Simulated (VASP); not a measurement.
# BaY (L10 type) (P4/mmm) in VASP: settings compared, part 2 of 2

VASP 6.6.1.

### 4 Electric field gradients, PBEsol

Input file INCAR:

```
SYSTEM = BaY
PREC = Accurate
ENCUT = 520
EDIFF = 1E-8
ISMEAR = -1
SIGMA = 0.03
LREAL = .FALSE.
LASPH = .TRUE.
NELM = 100
ALGO = Normal
ISIF = 2
LWAVE = .FALSE.
LCHARG = .FALSE.
GGA = PS
LEFG = .TRUE.
NBANDS = 18
```

Input file KPOINTS:

```
regular mesh
0
G
  11 11 8
  0 0 0
```

Input file POSCAR:

```
BaY
1.0
    3.8531774336      0.0000000000      0.0000000000
    0.0000000000      3.8531774336      0.0000000000
    0.0000000000      0.0000000000      5.7794555925
Ba Y
1 1
Direct
    0.0000000000      0.0000000000      0.0000000000
    0.5000000000      0.5000000000      0.5000000000
```

Potentials or basis: VASP PAW PBE potentials, release 64 (Ba_sv, Y_sv).

Command:

```console
$ cat potpaw_PBE.64/Ba_sv/POTCAR potpaw_PBE.64/Y_sv/POTCAR > POTCAR
$ mpirun -np 1 vasp_std > vasp.out
```

OUTCAR:

```text
SYSTEM = BaY
   PREC = Accurate
   ENCUT = 520
   EDIFF = 1E-8
   ISMEAR = -1
   LREAL = .FALSE.
   LASPH = .TRUE.
   NELM = 100
   ISIF = 2
   GGA = PS

 ion  position               nearest neighbor table
   1  0.000  0.000  0.000-   2 3.97   2 3.97   2 3.97   2 3.97   2 3.97   2 3.97   2 3.97   2 3.97

   2  0.500  0.500  0.500-   1 3.97   1 3.97   1 3.97   1 3.97   1 3.97   1 3.97   1 3.97   1 3.97

  LATTYP: Found a simple tetragonal cell.
 ALAT       =     3.8531774336
 C/A-ratio  =     1.4999194021

  Lattice vectors:

 A1 = (   3.8531774336,   0.0000000000,   0.0000000000)
 A2 = (   0.0000000000,   3.8531774336,   0.0000000000)
 A3 = (   0.0000000000,   0.0000000000,   5.7794555925)

Analysis of symmetry for initial positions (statically):
=====================================================================
 Subroutine PRICEL returns:
 Original cell was already a primitive cell.

 Routine SETGRP: Setting up the symmetry group for a
 simple tetragonal supercell.

 Subroutine GETGRP returns: Found 16 space group operations
 (whereof 16 operations were pure point group operations)
 out of a pool of 16 trial point group operations.

The static configuration has the point symmetry D_4h.

Analysis of symmetry for dynamics (positions and initial velocities):
=====================================================================
 Subroutine PRICEL returns:
 Original cell was already a primitive cell.

 Routine SETGRP: Setting up the symmetry group for a
 simple tetragonal supercell.

 Subroutine GETGRP returns: Found 16 space group operations
 (whereof 16 operations were pure point group operations)
 out of a pool of 16 trial point group operations.

The dynamic configuration has the point symmetry D_4h.

[... 150 lines left out ...]
 fundamental gap:      0.0026548429
 Fermi energy:         2.4026438100

 k-point     1 :       0.0000    0.0000    0.0000
  band No.  band energies     occupation
      1     -40.9744      2.00000
      2     -25.6351      2.00000
      3     -20.9886      2.00000
      4     -20.8484      2.00000
      5     -20.8484      2.00000
      6     -10.8747      2.00000
[... 481 lines left out ...]
      5     -20.8448      2.00000
      6     -10.8506      2.00000
[... 10 lines left out ...]
     17       5.6971      0.00000
     18       7.0530      0.00000

 [... further k-points ...]
[... 5 lines left out ...]
  --------------------------------------------------------------------------------------
  -------------------------------------------------------------------------------------
  Total       -0.6500279     -0.6500279     -0.6735436      0.0000000     -0.0000000      0.0000000
  in kB      -12.1371752    -12.1371752    -12.5762556      0.0000000     -0.0000000      0.0000000
  external PRESSURE =     -12.2835353 kB  Pullay stress =       0.0000000 kB

 VOLUME and BASIS-vectors are now :
 -----------------------------------------------------------------------------
  energy-cutoff  :      520.00
  volume of cell :       85.81
      direct lattice vectors                 reciprocal lattice vectors
     3.853177434  0.000000000  0.000000000     0.259526071  0.000000000  0.000000000
     0.000000000  3.853177434  0.000000000     0.000000000  0.259526071  0.000000000
     0.000000000  0.000000000  5.779455592     0.000000000  0.000000000  0.173026678

 POSITION                                       TOTAL-FORCE (eV/Angst)
 -----------------------------------------------------------------------------------
      0.00000      0.00000      0.00000         0.000000      0.000000      0.000000
      1.92659      1.92659      2.88973         0.000000      0.000000      0.000000
 -----------------------------------------------------------------------------------
    total drift:                                0.000000      0.000000      0.000000

  FREE ENERGIE OF THE ION-ELECTRON SYSTEM (eV)
  ---------------------------------------------------
  free  energy   TOTEN  =        -8.3505089300 eV

  energy  without entropy=       -8.3383412767  energy(sigma->0) =       -8.34442510

 Electric field gradients (V/A^2)
---------------------------------------------------------------------
 ion       V_xx      V_yy      V_zz      V_xy      V_xz      V_yz
---------------------------------------------------------------------
   1      20.066    20.066   -40.131     0.000    -0.000    -0.000
   2      -7.178    -7.178    14.357     0.000     0.000    -0.000
---------------------------------------------------------------------

 Electric field gradients after diagonalization (V/A^2)
 (convention: |V_zz| > |V_xx| > |V_yy|)
----------------------------------------------------------------------
 ion       V_xx      V_yy      V_zz     asymmetry (V_yy - V_xx)/ V_zz
----------------------------------------------------------------------
   1      20.066    20.066   -40.131       0.000
   2      -7.178    -7.178    14.357       0.000
----------------------------------------------------------------------

           NMR quadrupolar parameters

 Cq : quadrupolar parameter    Cq=e*Q*V_zz/h
 eta: asymmetry parameters     (V_yy - V_xx)/ V_zz
 Q  : nuclear electric quadrupole moment in mb (millibarn)
----------------------------------------------------------------------
 ion       Cq(MHz)       eta       Q (mb)
----------------------------------------------------------------------
   1      -0.097       0.000       1.000
   2       0.035       0.000       1.000
----------------------------------------------------------------------
```

OSZICAR:

```text
N       E                     dE             d eps       ncg     rms          rms(c)
DAV:   1     0.106480221565E+03    0.10648E+03   -0.95876E+03  3780   0.102E+03
DAV:   2    -0.190821484400E+01   -0.10839E+03   -0.10602E+03  5120   0.225E+02
DAV:   3    -0.909207263664E+01   -0.71839E+01   -0.71352E+01  5898   0.429E+01
DAV:   4    -0.935545938864E+01   -0.26339E+00   -0.26319E+00  5160   0.693E+00
DAV:   5    -0.936023686390E+01   -0.47775E-02   -0.47763E-02  5204   0.807E-01    0.148E+01
DAV:   6    -0.836598149736E+01    0.99426E+00   -0.45047E+00  4426   0.497E+00    0.107E+01
DAV:   7    -0.834623720828E+01    0.19744E-01   -0.43466E-01  5724   0.234E+00    0.581E+00
DAV:   8    -0.835348197095E+01   -0.72448E-02   -0.10354E-01  4478   0.142E+00    0.778E-01
DAV:   9    -0.835102584508E+01    0.24561E-02   -0.26987E-02  4862   0.451E-01    0.341E-01
DAV:  10    -0.835050615600E+01    0.51969E-03   -0.32560E-03  5302   0.219E-01    0.193E-01
DAV:  11    -0.835051520874E+01   -0.90527E-05   -0.30057E-04  4366   0.110E-01    0.960E-02
DAV:  12    -0.835050872790E+01    0.64808E-05   -0.70263E-05  5076   0.281E-02    0.998E-03
DAV:  13    -0.835050935148E+01   -0.62358E-06   -0.34427E-06  5206   0.790E-03    0.687E-03
DAV:  14    -0.835050902989E+01    0.32159E-06   -0.47230E-07  4226   0.401E-03    0.133E-03
DAV:  15    -0.835050893873E+01    0.91156E-07   -0.89756E-08  4760   0.104E-03    0.367E-04
DAV:  16    -0.835050890795E+01    0.30785E-07   -0.42584E-09  2370   0.459E-04    0.207E-04
DAV:  17    -0.835050892465E+01   -0.16704E-07   -0.92533E-10  2298   0.163E-04    0.717E-05
DAV:  18    -0.835050892998E+01   -0.53233E-08   -0.22347E-10  2264   0.783E-05
   1 F= -.83505089E+01 E0= -.83444251E+01  d E =-.121677E-01
```

Run time: 4.2 min. Hardware: 1 thread of AMD EPYC 7R13, shared host; peak memory 0.31 GiB.

What came out:

| Property | Result |
| --- | --- |
| Free energy | -8.3505 eV |
| Pressure | -1.2 GPa |
| Band gap on the k mesh | zero (an odd number of electrons rules out a gap without spin polarisation) |
| Largest electric field gradient by atom | Ba -40.1; Y +14.4 V/Å² |

Electric field gradients, principal values (V/Å²):
```
atom   least  middle  greatest (by size)
1 Ba  20.066  20.066             -40.131
 2 Y  -7.178  -7.178              14.357
```

Caveat: without QUAD_EFG the Cq values of the log hold for a quadrupole moment of 1 mb, not for the nuclei; the PAW data sets were made with another functional, which shifts forces and pressure a little; spin-orbit coupling is left out, which moves the levels of the heavy elements.

### 5 Electric field gradients, r2SCAN

POSCAR is that of step 4.

Input file INCAR.step1:

```
ALGO = Normal ; EDIFF = 1E-4
ENCUT = 520 ; GGA = PE
ISMEAR = -1 ; LASPH = T
LCHARG = F ; LREAL = F
LWAVE = T ; NBANDS = 18
NELM = 100 ; PREC = Accurate
SIGMA = 0.03
```

Input file INCAR.step2:

```
ALGO = Normal ; EDIFF = 1E-8
ENCUT = 520 ; ISIF = 2
ISMEAR = -1 ; ISTART = 1
LASPH = T ; LCHARG = F
LEFG = T ; LMIXTAU = T
LREAL = F ; LWAVE = F
METAGGA = R2SCAN ; NBANDS = 18
NELM = 100 ; PREC = Accurate
SIGMA = 0.03
```

Input file KPOINTS:

```
k-points
0
Gamma
  11 11 8
```

Potentials or basis: VASP PAW PBE potentials, release 64 (Ba_sv, Y_sv).

Command:

```console
$ cat potpaw_PBE.64/Ba_sv/POTCAR potpaw_PBE.64/Y_sv/POTCAR > POTCAR
$ cp INCAR.step1 INCAR
$ mpirun -np 1 vasp_std > vasp.out
$ cp INCAR.step2 INCAR
$ mpirun -np 1 vasp_std > vasp.out
```

OUTCAR:

```text
EDIFF = 1E-8
   ENCUT = 520
   ISIF = 2
   ISMEAR = -1
   ISTART = 1
   LASPH = T
   LREAL = F
   METAGGA = R2SCAN
   NELM = 100
   PREC = Accurate

 ion  position               nearest neighbor table
   1  0.000  0.000  0.000-   2 3.97   2 3.97   2 3.97   2 3.97   2 3.97   2 3.97   2 3.97   2 3.97

   2  0.500  0.500  0.500-   1 3.97   1 3.97   1 3.97   1 3.97   1 3.97   1 3.97   1 3.97   1 3.97

  LATTYP: Found a simple tetragonal cell.
 ALAT       =     3.8531774336
 C/A-ratio  =     1.4999194021

  Lattice vectors:

 A1 = (   3.8531774336,   0.0000000000,   0.0000000000)
 A2 = (   0.0000000000,   3.8531774336,   0.0000000000)
 A3 = (   0.0000000000,   0.0000000000,   5.7794555925)

Analysis of symmetry for initial positions (statically):
=====================================================================
 Subroutine PRICEL returns:
 Original cell was already a primitive cell.

 Routine SETGRP: Setting up the symmetry group for a
 simple tetragonal supercell.

 Subroutine GETGRP returns: Found 16 space group operations
 (whereof 16 operations were pure point group operations)
 out of a pool of 16 trial point group operations.

The static configuration has the point symmetry D_4h.

Analysis of symmetry for dynamics (positions and initial velocities):
=====================================================================
 Subroutine PRICEL returns:
 Original cell was already a primitive cell.

 Routine SETGRP: Setting up the symmetry group for a
 simple tetragonal supercell.

 Subroutine GETGRP returns: Found 16 space group operations
 (whereof 16 operations were pure point group operations)
 out of a pool of 16 trial point group operations.

The dynamic configuration has the point symmetry D_4h.

 Subroutine INISYM returns: Found 16 space group operations
 (whereof 16 operations are pure point group operations),
 and found     1 'primitive' translations

----------------------------------------------------------------------------------------

                                     Primitive cell

  volume of cell :      85.8074

  direct lattice vectors                    reciprocal lattice vectors
     3.853177434  0.000000000  0.000000000     0.259526071  0.000000000  0.000000000
     0.000000000  3.853177434  0.000000000     0.000000000  0.259526071  0.000000000
     0.000000000  0.000000000  5.779455592     0.000000000  0.000000000  0.173026678

  length of vectors
     3.853177434  3.853177434  5.779455592     0.259526071  0.259526071  0.173026678

  position of ions in fractional coordinates (direct lattice)
     0.000000000  0.000000000  0.000000000
     0.500000000  0.500000000  0.500000000

  ion indices of the primitive-cell ions
   primitive index   ion index
                 1           1
                 2           2

[... 69 lines left out ...]
   ENCUT  =  520.0 eV  38.22 Ry    6.18 a.u.   7.16  7.16 10.75*2*pi/ulx,y,z
   NELM   =    100;   NELMIN=  2; NELMDL=  0     # of ELM steps
   EDIFF  = 0.1E-07   stopping-criterion for ELM
   LREAL  =      F    real-space projection
   EDIFFG = 0.1E-06   stopping-criterion for IOM
   NSW    =      0    number of steps for IOM
   IBRION =     -1    ionic relax: 0-MD 1-quasi-New 2-CG
   NFREE  =      0    steps in history (QN), initial steepest desc. (CG)
   ISIF   =      2    stress and relaxation
   ISYM   =      2    0-nonsym 1-usesym 2-fastsym
   POTIM  = 0.5000    time-step for ionic-motion
   TEBEG  =    0.0;   TEEND  =   0.0 temperature during run
   PSTRESS=    0.0 pullay stress
   NELECT =      21.0000    total number of electrons
   NUPDOWN=      -1.0000    fix difference up-down
   EMIN   =  10.00;   EMAX   =-10.00  energy-range for DOS
   EFERMI =   0.00;   METHOD = LEGACY
   ISMEAR =    -1;   SIGMA  =   0.03  broadening in eV -4-tet -1-fermi 0-gaus
   EFERMI_NEDOS =   21; number of points for ismear=-14 and -15
   IALGO  =     38    algorithm
   IMIX   =      4    mixing-type and parameters
     AMIX     =   0.40;   BMIX     =  1.00
     AMIX_MAG =   1.60;   BMIX_MAG =  1.00
  volume/ion in A,a.u.               =      42.90       289.53
  Fermi-wavevector in a.u.,A,eV,Ry     =   1.024015  1.935108 14.267158  1.048607
  Thomas-Fermi vector in A             =   2.157779
   LORBIT       =      0    0 simple, 1 ext, 2 COOP (PROOUT), +10 PAW based schemes
   METAGGA = R2SCAN    functional components
   LHFCALC =     F    Hartree Fock is set to
   AEXX    =    0.0000 exact exchange contribution
   IVDW    =     0    specifies the selected vdW correction
   LEPSILON=     F    determine dielectric tensor
   LRPA    =     F    only Hartree local field effects (RPA)
 non-spin polarized calculation
  energy-cutoff  :      520.00
  volume of cell :       85.81
 maximum number of plane-waves:      2334
 NGX is ok and might be reduce to    30
   NGX = 15   NGY = 15   NGZ = 21

 number of electron      21.0000001 magnetization

 Free energy of the ion-electron system (eV)
  ---------------------------------------------------
  ext. energy  EPLUGINS =         0.00000000
  ---------------------------------------------------
  free energy    TOTEN  =       -45.96264967 eV

  energy without entropy =      -45.95015232  energy(sigma->0) =      -45.95640099

 E-fermi :   2.5964     XC(G=0):  -9.1441

 val. band max:        2.5916671477   @ k =   0.2727   0.2727   0.2500
 cond. band min:       2.5989489822   @ k =   0.2727   0.0909   0.1250
 fundamental gap:      0.0072818345
 Fermi energy:         2.5964211614

 k-point     1 :       0.0000    0.0000    0.0000
  band No.  band energies     occupation
      1     -42.4443      2.00000
      2     -26.4678      2.00000
      3     -21.7966      2.00000
      4     -21.6379      2.00000
      5     -21.6379      2.00000
      6     -11.3157      2.00000
[... 481 lines left out ...]
      5     -21.6341      2.00000
      6     -11.2903      2.00000
[... 10 lines left out ...]
     17       6.2159      0.00000
     18       7.5522      0.00000

 [... further k-points ...]
[... 5 lines left out ...]
  --------------------------------------------------------------------------------------
  -------------------------------------------------------------------------------------
  Total        0.2912865      0.2912865      0.4531858      0.0000000      0.0000000     -0.0000000
  in kB        5.4388357      5.4388357      8.4617830      0.0000000      0.0000000     -0.0000000
  external PRESSURE =       6.4464848 kB  Pullay stress =       0.0000000 kB

 VOLUME and BASIS-vectors are now :
 -----------------------------------------------------------------------------
  energy-cutoff  :      520.00
  volume of cell :       85.81
      direct lattice vectors                 reciprocal lattice vectors
     3.853177434  0.000000000  0.000000000     0.259526071  0.000000000  0.000000000
     0.000000000  3.853177434  0.000000000     0.000000000  0.259526071  0.000000000
     0.000000000  0.000000000  5.779455592     0.000000000  0.000000000  0.173026678

 POSITION                                       TOTAL-FORCE (eV/Angst)
 -----------------------------------------------------------------------------------
      0.00000      0.00000      0.00000         0.000000      0.000000      0.000000
      1.92659      1.92659      2.88973         0.000000      0.000000      0.000000
 -----------------------------------------------------------------------------------
    total drift:                                0.000000      0.000000      0.000000

  FREE ENERGIE OF THE ION-ELECTRON SYSTEM (eV)
  ---------------------------------------------------
  free  energy   TOTEN  =       -45.9626496655 eV

  energy  without entropy=      -45.9501523219  energy(sigma->0) =      -45.95640099

 Electric field gradients (V/A^2)
---------------------------------------------------------------------
 ion       V_xx      V_yy      V_zz      V_xy      V_xz      V_yz
---------------------------------------------------------------------
   1      21.125    21.125   -42.249    -0.000    -0.000     0.000
   2      -9.951    -9.951    19.901    -0.000    -0.000    -0.000
---------------------------------------------------------------------

 Electric field gradients after diagonalization (V/A^2)
 (convention: |V_zz| > |V_xx| > |V_yy|)
----------------------------------------------------------------------
 ion       V_xx      V_yy      V_zz     asymmetry (V_yy - V_xx)/ V_zz
----------------------------------------------------------------------
   1      21.125    21.125   -42.249       0.000
   2      -9.951    -9.951    19.901       0.000
----------------------------------------------------------------------

           NMR quadrupolar parameters

 Cq : quadrupolar parameter    Cq=e*Q*V_zz/h
 eta: asymmetry parameters     (V_yy - V_xx)/ V_zz
 Q  : nuclear electric quadrupole moment in mb (millibarn)
----------------------------------------------------------------------
 ion       Cq(MHz)       eta       Q (mb)
----------------------------------------------------------------------
   1      -0.102       0.000       1.000
   2       0.048       0.000       1.000
----------------------------------------------------------------------
```

OSZICAR.step1:

```text
N       E                     dE             d eps       ncg     rms          rms(c)
DAV:   1     0.107452960104E+03    0.10745E+03   -0.96017E+03  3780   0.102E+03
DAV:   2    -0.120221758475E+01   -0.10866E+03   -0.10629E+03  5112   0.225E+02
DAV:   3    -0.838938543440E+01   -0.71872E+01   -0.71385E+01  5894   0.430E+01
DAV:   4    -0.865680357388E+01   -0.26742E+00   -0.26722E+00  5176   0.697E+00
DAV:   5    -0.866165561754E+01   -0.48520E-02   -0.48508E-02  5200   0.812E-01    0.148E+01
DAV:   6    -0.770387861291E+01    0.95778E+00   -0.44449E+00  4448   0.493E+00    0.106E+01
DAV:   7    -0.769151517941E+01    0.12363E-01   -0.40789E-01  5700   0.232E+00    0.582E+00
DAV:   8    -0.770057797769E+01   -0.90628E-02   -0.10257E-01  4488   0.145E+00    0.795E-01
DAV:   9    -0.769811750195E+01    0.24605E-02   -0.26899E-02  4888   0.452E-01    0.350E-01
DAV:  10    -0.769762087744E+01    0.49662E-03   -0.32745E-03  5350   0.216E-01    0.196E-01
DAV:  11    -0.769763735891E+01   -0.16481E-04   -0.29295E-04  4266   0.114E-01
   1 F= -.76976374E+01 E0= -.76914372E+01  d E =-.124004E-01
```

It took 5.9 min on 1 thread of Intel Xeon 6975P-C (Granite Rapids), shared host; peak memory 0.35 GiB.

Results:

* Free energy: -45.9626 eV
* Pressure: 0.6 GPa
* Band gap on the k mesh: zero (an odd number of electrons rules out a gap without spin polarisation)
* Largest electric field gradient by atom: Ba -42.2; Y +19.9 V/Å²

Stress tensor (GPa, compression positive):
```
0.54 0.00 0.00
0.00 0.54 0.00
0.00 0.00 0.85
```

Levels at points of the mesh, in eV from the Fermi level:
```tsv
k point	band 7	band 8	band 9	band 10	band 11	band 12	band 13	band 14
(0.00, 0.00, 0.00)	-13.49	-13.49	-3.94	-1.27	-0.47	1.89	1.99	1.99
(0.00, 0.00, 0.50)	-13.49	-13.49	-2.66	-1.77	0.05	0.90	1.20	2.10
```

Electric field gradients, principal values (V/Å²):
```tsv
atom	least	middle	greatest (by size)
1 Ba	21.125	21.125	-42.249
2 Y	-9.951	-9.951	19.901
```

Caveat: without QUAD_EFG the Cq values of the log hold for a quadrupole moment of 1 mb, not for the nuclei; the PAW data sets were made with another functional, which shifts forces and pressure a little; spin-orbit coupling is left out, which moves the levels of the heavy elements.

### 6 Overview

```csv
level,potentials or basis,gap on the mesh (eV),pressure (GPa)
LDA,"VASP PAW LDA potentials, release 64 (Ba_sv, Y_sv)",none,-2.3
PBEsol,"VASP PAW PBE potentials, release 64 (Ba_sv, Y_sv)",none,-1.2
r2SCAN,"VASP PAW PBE potentials, release 64 (Ba_sv, Y_sv)",none,0.6
```

Alike in all rows: task electric field gradients; no spin polarisation; cell as given; k mesh 11 × 11 × 8; cutoff (eV) 520; smearing fermi-dirac 0.03 eV.

Caveats: spin-orbit coupling is left out, which moves the levels of the heavy elements; the PAW data sets were made with another functional, which shifts forces and pressure a little (at least some runs).

Absolute energies hang on the potentials; compare differences alone.
